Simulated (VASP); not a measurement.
Crystal: ZnS.

```
CELL_PARAMETERS angstrom
3.58959 0.00000 0.00000
-1.79480 3.10868 0.00000
0.00000 0.00000 5.88000
ATOMIC_POSITIONS crystal
Zn 0.00000 0.00000 0.00000
Zn 0.00000 0.00000 0.50000
S 0.33333 0.66667 0.25000
S 0.66667 0.33333 0.75000
```

Base run:

| Property | Result |
| --- | --- |
| Program | VASP 6.6.1 |
| Functional | r2SCAN |
| Potentials or basis | VASP PAW PBE potentials, release 64 (Zn, S) |
| Cutoff | 520 eV |
| k mesh | 12 × 12 × 4 |
| Occupations | gaussian, width 0.01 eV |
| Spin | no spin polarisation |

Its results: band gap on the k mesh 0.82 eV, indirect (least direct gap 2.38 eV); pressure 0.2 GPa.

Q: The run is repeated on the same cell with these changes: functional from r2SCAN to PBE; further incar settings from ALGO = Normal; EDIFF = 1e-07; NBANDS = 26 to ALGO = Normal; EDIFF = 1e-06; NBANDS = 26. What comes out?

A: Band gap on the k mesh 0.37 eV, indirect (least direct gap 1.68 eV); pressure 2.5 GPa.

Caveats: the PAW data sets were made with another functional, which shifts forces and pressure a little (some runs).

A k mesh can miss the band edges.
